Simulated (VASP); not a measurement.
# Rb (I4/mmm) in VASP: notebook

Runs on Rb. Level: PBEsol. Tasks: single point.

Everything below comes from runs of VASP 6.6.1. Logs are shortened: lines on timing, memory, paths and dates and some standing lists are left out, and cuts for length are marked.

### Step 1. The cell of the first run

It takes space group I4/mmm (No. 139, tetragonal). Conventional cell: a = 5.331 Å, b = 5.331 Å, c = 5.752 Å, α = 90.00°, β = 90.00°, γ = 90.00°.

### Step 2. Single point, PBEsol (strain -0.050 along x and y, +0.025 along z)

File INCAR:

```
SYSTEM = Rb
PREC = Accurate
ENCUT = 520
EDIFF = 1E-6
ISMEAR = 0
SIGMA = 0.15
LREAL = .False.
LASPH = .True.
NELM = 60
ALGO = Normal
ISIF = 2
LWAVE = .False.
LCHARG = .False.
GGA = PS
NBANDS = 10
```

File KPOINTS:

```
Automatic mesh
0
Gamma
  12 12 12
  0 0 0
```

File POSCAR:

```
Rb
1.0
   -2.6657000000      2.6657000000      2.8761500000
    2.6657000000     -2.6657000000      2.8761500000
    2.6657000000      2.6657000000     -2.8761500000
Rb
1
Direct
    0.0000000000      0.0000000000      0.0000000000
```

Potentials or basis: VASP PAW PBE potentials, release 64 (Rb_sv).

On the command line:

```console
cat potpaw_PBE.64/Rb_sv/POTCAR > POTCAR
mpirun -np 1 vasp_std > vasp.out
```

OUTCAR:

```text
SYSTEM = Rb
   PREC = Accurate
   ENCUT = 520
   EDIFF = 1E-6
   ISMEAR = 0
   LREAL = .False.
   LASPH = .True.
   NELM = 60
   ISIF = 2
   GGA = PS

 ion  position               nearest neighbor table
   1  0.000  0.000  0.000-

  LATTYP: Found a body centered tetragonal cell.
 ALAT       =     5.3314000000
 C/A-ratio  =     1.0789473684

  Lattice vectors:

 A1 = (  -2.6657000000,   2.6657000000,   2.8761500000)
 A2 = (   2.6657000000,  -2.6657000000,   2.8761500000)
 A3 = (   2.6657000000,   2.6657000000,  -2.8761500000)

Analysis of symmetry for initial positions (statically):
=====================================================================
 Subroutine PRICEL returns:
 Original cell was already a primitive cell.

 Routine SETGRP: Setting up the symmetry group for a
 body centered tetragonal supercell.

 Subroutine GETGRP returns: Found 16 space group operations
 (whereof 16 operations were pure point group operations)
 out of a pool of 16 trial point group operations.

The static configuration has the point symmetry D_4h.

Analysis of symmetry for dynamics (positions and initial velocities):
=====================================================================
 Subroutine PRICEL returns:
 Original cell was already a primitive cell.

 Routine SETGRP: Setting up the symmetry group for a
 body centered tetragonal supercell.

 Subroutine GETGRP returns: Found 16 space group operations
 (whereof 16 operations were pure point group operations)
 out of a pool of 16 trial point group operations.

The dynamic configuration has the point symmetry D_4h.

 Subroutine INISYM returns: Found 16 space group operations
 (whereof 16 operations are pure point group operations),
 and found     1 'primitive' translations

----------------------------------------------------------------------------------------

                                     Primitive cell

  volume of cell :      81.7512

  direct lattice vectors                    reciprocal lattice vectors
    -2.665700000  2.665700000  2.876150000     0.000000000  0.187567993  0.173843506
     2.665700000 -2.665700000  2.876150000     0.187567993  0.000000000  0.173843506
     2.665700000  2.665700000 -2.876150000     0.187567993  0.187567993  0.000000000

  length of vectors
     4.741745649  4.741745649  4.741745649     0.255740722  0.255740722  0.265261200

  position of ions in fractional coordinates (direct lattice)
     0.000000000  0.000000000  0.000000000

[... 74 lines left out ...]
   NELM   =     60;   NELMIN=  2; NELMDL= -5     # of ELM steps
   EDIFF  = 0.1E-05   stopping-criterion for ELM
   LREAL  =      F    real-space projection
   EDIFFG = 0.1E-04   stopping-criterion for IOM
   NSW    =      0    number of steps for IOM
   IBRION =     -1    ionic relax: 0-MD 1-quasi-New 2-CG
   NFREE  =      0    steps in history (QN), initial steepest desc. (CG)
   ISIF   =      2    stress and relaxation
   ISYM   =      2    0-nonsym 1-usesym 2-fastsym
   POTIM  = 0.5000    time-step for ionic-motion
   TEBEG  =    0.0;   TEEND  =   0.0 temperature during run
   PSTRESS=    0.0 pullay stress
   NELECT =       9.0000    total number of electrons
   NUPDOWN=      -1.0000    fix difference up-down
   EMIN   =  10.00;   EMAX   =-10.00  energy-range for DOS
   EFERMI =   0.00;   METHOD = LEGACY
   ISMEAR =     0;   SIGMA  =   0.15  broadening in eV -4-tet -1-fermi 0-gaus
   EFERMI_NEDOS =   21; number of points for ismear=-14 and -15
   IALGO  =     38    algorithm
   IMIX   =      4    mixing-type and parameters
     AMIX     =   0.40;   BMIX     =  1.00
     AMIX_MAG =   1.60;   BMIX_MAG =  1.00
  volume/ion in A,a.u.               =      81.75       551.68
  Fermi-wavevector in a.u.,A,eV,Ry     =   0.784617  1.482711  8.376068  0.615624
  Thomas-Fermi vector in A             =   1.888786
   LORBIT       =      0    0 simple, 1 ext, 2 COOP (PROOUT), +10 PAW based schemes
   GGA     = PS    functional components
   LHFCALC =     F    Hartree Fock is set to
   AEXX    =    0.0000 exact exchange contribution
   IVDW    =     0    specifies the selected vdW correction
   LEPSILON=     F    determine dielectric tensor
   LRPA    =     F    only Hartree local field effects (RPA)
 non-spin polarized calculation
 Gauss-broadening in eV      SIGMA  =   0.15
  energy-cutoff  :      520.00
  volume of cell :       81.75
 maximum number of plane-waves:      2216
   NGX = 17   NGY = 17   NGZ = 17

 number of electron       9.0000000 magnetization

 Free energy of the ion-electron system (eV)
  ---------------------------------------------------
  ext. energy  EPLUGINS =         0.00000000
  ---------------------------------------------------
  free energy    TOTEN  =        -1.02628964 eV

  energy without entropy =       -1.01541002  energy(sigma->0) =       -1.02084983

 E-fermi :   0.1905     XC(G=0):  -5.7948

 val. band max:        0.1498815140   @ k =  -0.4167   0.4167   0.0833
 cond. band min:       0.2131352192   @ k =   0.5000   0.3333   0.0833
 fundamental gap:      0.0632537052
 Fermi energy:         0.1905118264

 k-point     1 :       0.0000    0.0000    0.0000
  band No.  band energies     occupation
      1     -28.6098      2.00000
      2     -12.6440      2.00000
      3     -12.6440      2.00000
      4     -12.6433      2.00000
      5      -1.9299      2.00000
      6       3.8559      0.00000
      7       3.8559      0.00000
      8       4.2518      0.00000
      9       4.7090      0.00000
     10       5.2688      0.00000
[... 287 lines left out ...]
 k-point    24 :      -0.4167    0.1667    0.0000
  band No.  band energies     occupation
      1     -28.6038      2.00000
      2     -12.7513      2.00000
      3     -12.6831      2.00000
      4     -12.6555      2.00000
      5      -0.3580      2.00000
      6       2.0201      0.00000
      7       2.7317      0.00000
      8       4.5143      0.00000
      9       5.0883      0.00000
     10       5.6398      0.00000

 [... further k-points ...]
[... 5 lines left out ...]
  --------------------------------------------------------------------------------------
  -------------------------------------------------------------------------------------
  Total        0.0956089      0.0956089      0.0884864      0.0000000     -0.0000000     -0.0000000
  in kB        1.8737644      1.8737644      1.7341749      0.0000000     -0.0000000     -0.0000000
  external PRESSURE =       1.8272346 kB  Pullay stress =       0.0000000 kB

 VOLUME and BASIS-vectors are now :
 -----------------------------------------------------------------------------
  energy-cutoff  :      520.00
  volume of cell :       81.75
      direct lattice vectors                 reciprocal lattice vectors
    -2.665700000  2.665700000  2.876150000     0.000000000  0.187567993  0.173843506
     2.665700000 -2.665700000  2.876150000     0.187567993  0.000000000  0.173843506
     2.665700000  2.665700000 -2.876150000     0.187567993  0.187567993  0.000000000

 POSITION                                       TOTAL-FORCE (eV/Angst)
 -----------------------------------------------------------------------------------
      0.00000      0.00000      0.00000         0.000000      0.000000     -0.000000
 -----------------------------------------------------------------------------------
    total drift:                               -0.000000      0.000000      0.000000

  FREE ENERGIE OF THE ION-ELECTRON SYSTEM (eV)
  ---------------------------------------------------
  free  energy   TOTEN  =        -1.0262896395 eV

  energy  without entropy=       -1.0154100152  energy(sigma->0) =       -1.02084983
```

OSZICAR:

```text
N       E                     dE             d eps       ncg     rms          rms(c)
DAV:   1     0.403895388316E+02    0.40390E+02   -0.34035E+03  3268   0.672E+02
DAV:   2     0.156990751579E+01   -0.38820E+02   -0.37918E+02  3624   0.124E+02
DAV:   3    -0.922352427583E+00   -0.24923E+01   -0.24831E+01  4374   0.312E+01
DAV:   4    -0.102510163697E+01   -0.10275E+00   -0.10240E+00  4558   0.534E+00
DAV:   5    -0.102711567907E+01   -0.20140E-02   -0.20134E-02  4444   0.679E-01    0.130E+00
DAV:   6    -0.102619483324E+01    0.92085E-03   -0.30654E-03  4636   0.296E-01    0.793E-01
DAV:   7    -0.102621492790E+01   -0.20095E-04   -0.41683E-03  4542   0.360E-01    0.654E-02
DAV:   8    -0.102628077871E+01   -0.65851E-04   -0.15027E-04  3826   0.104E-01    0.193E-02
DAV:   9    -0.102628977376E+01   -0.89950E-05   -0.14475E-05  4732   0.270E-02    0.584E-03
DAV:  10    -0.102628963954E+01    0.13422E-06   -0.41227E-06  3824   0.117E-02
   1 F= -.10262896E+01 E0= -.10208498E+01  d E =-.108796E-01
```

Wall time 32 s (1 thread of Intel Xeon Platinum 8559C (Emerald Rapids), shared host); peak memory 0.28 GiB.

Results:

```
Free energy : -1.0263 eV
Pressure    : 0.2 GPa
```

Caveat: the cell differs from its parent crystal (strain -0.050 along x and y, +0.025 along z); the PAW data sets were made with another functional, which shifts forces and pressure a little.

### Step 3. Single point, PBEsol (strain +0.025 along x and y, -0.025 along z)

File INCAR:

```
SYSTEM = Rb
PREC = Accurate ; ENCUT = 520
EDIFF = 1E-7 ; ISMEAR = 0
SIGMA = 0.15 ; LREAL = .False.
LASPH = .True. ; NELM = 60
ALGO = Fast ; ISIF = 2
LWAVE = .False. ; LCHARG = .True.
GGA = PS ; LELF = .True.
LVHAR = .True. ; NBANDS = 10
```

KPOINTS is that of step 2.

File POSCAR:

```
Rb
1.0
   -2.8761500000      2.8761500000      2.7358500000
    2.8761500000     -2.8761500000      2.7358500000
    2.8761500000      2.8761500000     -2.7358500000
Rb
1
Direct
    0.0000000000      0.0000000000      0.0000000000
```

Potentials or basis: VASP PAW PBE potentials, release 64 (Rb_sv).

On the command line:

```console
cat potpaw_PBE.64/Rb_sv/POTCAR > POTCAR
mpirun -np 1 vasp_std > vasp.out
```

It took 53 s on 1 thread of Intel Xeon 6975P-C (Granite Rapids), shared host; peak memory 0.29 GiB.

It converged, with:

* Free energy: -1.0274 eV
* Pressure: -0.1 GPa

Levels at points of the mesh, in eV from the Fermi level:
```csv
k point,band 2,band 3,band 4,band 5,band 6,band 7,band 8,band 9
"(0.00, 0.00, 0.00)",-12.90,-12.90,-12.90,-1.98,3.52,3.79,3.79,4.46
"(0.50, 0.00, 0.00)",-12.99,-12.93,-12.90,0.27,0.83,2.51,4.32,5.11
"(0.50, 0.50, 0.00)",-12.99,-12.93,-12.89,0.18,0.71,2.78,4.16,5.13
"(0.50, 0.50, 0.50)",-12.97,-12.97,-12.96,1.20,1.33,3.10,3.10,3.60
```

Caveat: the cell differs from its parent crystal (strain +0.025 along x and y, -0.025 along z); the PAW data sets were made with another functional, which shifts forces and pressure a little.

### Step 4. Single point, PBEsol (strain +0.050 along x and y, -0.050 along z)

File INCAR:

```
SYSTEM = Rb
PREC = Accurate
ENCUT = 520
EDIFF = 1E-6
ISMEAR = 0
SIGMA = 0.15
LREAL = .False.
LASPH = .True.
NELM = 60
ALGO = Fast
ISIF = 2
LWAVE = .False.
LCHARG = .True.
GGA = PS
LELF = .True.
LVHAR = .True.
NBANDS = 10
```

KPOINTS is that of step 3.

File POSCAR:

```
Rb
1.0
   -2.9463000000      2.9463000000      2.6657000000
    2.9463000000     -2.9463000000      2.6657000000
    2.9463000000      2.9463000000     -2.6657000000
Rb
1
Direct
    0.0000000000      0.0000000000      0.0000000000
```

On the command line:

```console
cat potpaw_PBE.64/Rb_sv/POTCAR > POTCAR
mpirun -np 1 vasp_std > vasp.out
```

Wall time 66 s (1 thread of Intel Xeon 6975P-C (Granite Rapids), shared host); peak memory 0.32 GiB.

The run converged. Its results:

```
Free energy : -1.0248 eV
Pressure    : -0.2 GPa
```

Levels at points of the mesh, in eV from the Fermi level:
```csv
k point,band 2,band 3,band 4,band 5,band 6,band 7
"(0.00, 0.00, 0.00)",-12.91,-12.91,-12.91,-1.95,3.35,3.88
"(0.50, 0.00, 0.00)",-13.00,-12.94,-12.92,0.32,0.86,2.43
"(0.50, 0.50, 0.00)",-13.00,-12.94,-12.91,0.12,0.63,2.98
"(0.50, 0.50, 0.50)",-12.98,-12.98,-12.96,1.16,1.39,2.89
```

Caveat: the cell differs from its parent crystal (strain +0.050 along x and y, -0.050 along z); the PAW data sets were made with another functional, which shifts forces and pressure a little.

### Step 5. The runs side by side

| cell | gap on the mesh (eV) | pressure (GPa) |
| --- | --- | --- |
| a = 4.742 Å, angles 111.6, 111.6, 105.3°, 1 atom | none | 0.2 |
| a = 4.902 Å, angles 108.1, 108.1, 112.1°, 1 atom | none | -0.1 |
| a = 4.946 Å, angles 106.9, 106.9, 114.8°, 1 atom | none | -0.2 |

Alike in all rows: task single point; level PBEsol; potentials or basis VASP PAW PBE potentials, release 64 (Rb_sv); no spin polarisation; k mesh 12 × 12 × 12; cutoff (eV) 520; smearing gaussian 0.15 eV.

Caveats: the PAW data sets were made with another functional, which shifts forces and pressure a little.

Absolute energies hang on the potentials; compare differences alone.
